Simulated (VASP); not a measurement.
Write the native input for VASP 6.6.1 that does the following.

* Task: single point
* Functional: r2SCAN
* Dispersion: D4
* Potentials or basis: VASP PAW PBE potentials, release 64 (Pb_d, Se)
* Cutoff: 520 eV
* k mesh: 5 × 5 × 5
* Occupations: gaussian, width 0.01 eV
* Spin: no spin polarisation
* Dipole correction: no
* Further INCAR settings: ALGO = Normal; EDIFF = 1e-06; NBANDS = 17

Crystal: PbSe (Clausthalite).

```
Pb Se
1.0
     0.00000    3.07449    3.07449
     3.07449    0.00000    3.07449
     3.07449    3.07449    0.00000
Pb Se
1 1
Direct
  0.00000 0.00000 0.00000
  0.50000 0.50000 0.50000
```

One way to write it, as run:

POSCAR

```
PbSe
1.0
    0.0000000000      3.0744856794      3.0744856794
    3.0744856794      0.0000000000      3.0744856794
    3.0744856794      3.0744856794      0.0000000000
Pb Se
1 1
Direct
    0.0000000000      0.0000000000      0.0000000000
    0.5000000000      0.5000000000      0.5000000000
```

INCAR.step1

```
PREC = Accurate
ENCUT = 520
ISMEAR = 0
SIGMA = 0.01
LREAL = False
LASPH = True
NELM = 80
NBANDS = 17
GGA = PE
ALGO = Normal
EDIFF = 1E-4
LWAVE = True
LCHARG = False
```

INCAR.step2

```
PREC = Accurate
ENCUT = 520
EDIFF = 1E-6
ISMEAR = 0
SIGMA = 0.01
LREAL = False
LASPH = True
NELM = 80
ALGO = Normal
ISIF = 2
LWAVE = False
LCHARG = False
METAGGA = R2SCAN
LMIXTAU = True
IVDW = 13
VDW_S6 = 1.0
VDW_S8 = 0.6018749
VDW_A1 = 0.51559235
VDW_A2 = 5.77342911
NBANDS = 17
ISTART = 1
```

KPOINTS

```
Automatic mesh
0
Gamma
  5 5 5
```

Potentials or basis: VASP PAW PBE potentials, release 64 (Pb_d, Se).

The run is started by

```bash
$ cat potpaw_PBE.64/Pb_d/POTCAR potpaw_PBE.64/Se/POTCAR > POTCAR
$ cp INCAR.step1 INCAR
$ mpirun -np 1 vasp_std > vasp.out
$ cp INCAR.step2 INCAR
$ mpirun -np 1 vasp_std > vasp.out
```

It gave:

```json
{"Pressure": "0.0 GPa", "Dispersion energy per atom": "-0.133 eV"}
```

Caveat: the PAW data sets were made with another functional, which shifts forces and pressure a little.

It took 15 s on 1 thread of Intel(R) Xeon(R) 6975P-C (Granite Rapids), on a shared host, peak memory 0.18 GiB.
